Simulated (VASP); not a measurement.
Here is a VASP 6.6.1 calculation.

Contents of INCAR:

```
SYSTEM = NbSi
PREC     = Accurate       ! precision mode
ENCUT    = 520            ! plane-wave cutoff, eV
EDIFF    = 1E-6           ! SCF threshold, eV
ISMEAR   = -1             ! smearing method
SIGMA    = 0.05           ! smearing width, eV
LREAL    = .FALSE.        ! projectors in reciprocal space
LASPH    = .TRUE.         ! aspherical terms in the spheres
NELM     = 60             ! most SCF steps
ALGO     = Normal         ! electronic algorithm
ISIF     = 2              ! what is computed and relaxed
LWAVE    = .FALSE.        ! write WAVECAR
LCHARG   = .TRUE.         ! write CHGCAR
GGA      = PS             ! functional
LELF     = .TRUE.         ! ELF
LVHAR    = .TRUE.       
NBANDS   = 16             ! bands
```

The input KPOINTS:

```
Automatic mesh
0
G
  9 9 9
  0 0 0
```

The input POSCAR:

```
NbSi
1.0
    0.0000000000      2.5020583428      2.5020583428
    2.5020583428      0.0000000000      2.5020583428
    2.5020583428      2.5020583428      0.0000000000
Nb Si
1 1
Direct
    0.0000000000      0.0000000000      0.0000000000
    0.5000000000      0.5000000000      0.5000000000
```

Potentials or basis: VASP PAW PBE potentials, release 64 (Nb_sv, Si).

The run is started by

```bash
$ cat potpaw_PBE.64/Nb_sv/POTCAR potpaw_PBE.64/Si/POTCAR > POTCAR
$ mpirun -np 1 vasp_std > vasp.out
```

Question: What does it give for the pressure?

Answer: 9.9 GPa.

Caveat: the PAW data sets were made with another functional, which shifts forces and pressure a little.
